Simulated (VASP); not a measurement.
A run of VASP 6.6.1 is set up as follows.

Contents of INCAR:

```
ALGO = Normal
EDIFF = 1E-7
ENCUT = 520
GGA = PE
ISIF = 2
ISMEAR = 0
LASPH = True
LCHARG = True
LELF = True
LREAL = False
LVHAR = True
LWAVE = False
NBANDS = 24
NELM = 80
PREC = Accurate
SIGMA = 0.05
```

File KPOINTS:

```
k-points
0
Gamma
  8 8 8
```

The input POSCAR:

```
LaB6
1.0
    4.2890964357      0.0000000000      0.0000000000
    0.0000000000      4.2890964357      0.0000000000
    0.0000000000      0.0000000000      4.2890964357
La B
1 6
Direct
    0.0000000000      0.0000000000      0.0000000000
    0.2013915477      0.5000000000      0.5000000000
    0.7986084523      0.5000000000      0.5000000000
    0.5000000000      0.5000000000      0.2013915477
    0.5000000000      0.5000000000      0.7986084523
    0.5000000000      0.2013915477      0.5000000000
    0.5000000000      0.7986084523      0.5000000000
```

Potentials or basis: VASP PAW PBE potentials, release 64 (La, B).

Run with:

```bash
$ cat potpaw_PBE.64/La/POTCAR potpaw_PBE.64/B/POTCAR > POTCAR
$ mpirun -np 1 vasp_std > vasp.out
```

(1) What does it give for the pressure?

(2) Predict the largest force.

(3) Estimate the band gap on the k mesh.

## Answers

(1) -14.0 GPa.

(2) 0.013 eV/Å.

(3) zero (an odd number of electrons rules out a gap without spin polarisation).

Caveat: the cell stands under tension; spin-orbit coupling is left out, which moves the levels of the heavy elements.
